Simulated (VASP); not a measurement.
C: single point with PBE

The system is C.

```
C
1.0
     1.23328   -2.13604    0.00000
     1.23328    2.13604    0.00000
     0.00000    0.00000    8.70703
C
4
Direct
  0.12331 0.87669 0.77973
  0.54335 0.45665 0.22027
  0.87669 0.12331 0.22027
  0.45665 0.54335 0.77973
```

| Property | Result |
| --- | --- |
| Program | VASP 6.6.1 |
| Task | single point |
| Functional | PBE |
| Potentials or basis | VASP PAW PBE potentials, release 64 (C) |
| Cutoff | 520 eV |
| k mesh | 18 × 18 × 6 |
| Occupations | gaussian, width 0.15 eV |
| Spin | no spin polarisation |
| Dipole correction | no |
| Further INCAR settings | ALGO = Normal; EDIFF = 1e-06; NBANDS = 16 |

| Property | Result |
| --- | --- |
| Pressure | 0.4 GPa |
| Largest force | 0.012 eV/Å |

Forces in eV/Å, atoms in the order of the input:
```
C    0.000  0.000 -0.012
C    0.000  0.001  0.009
C    0.000  0.000  0.012
C    0.000 -0.001 -0.009
```

Stress tensor (GPa, compression positive):
```
0.53 0.00 0.00
0.00 0.51 0.01
0.00 0.01 0.14
```

Wall time 6.5 min on 1 thread of Oxide Virtual Turin-like Processor, with other jobs on the host, peak memory 0.33 GiB.

Caveat: this functional lacks dispersion, which binds layers or chains, so the pressure and a relaxed spacing across them are unreliable.
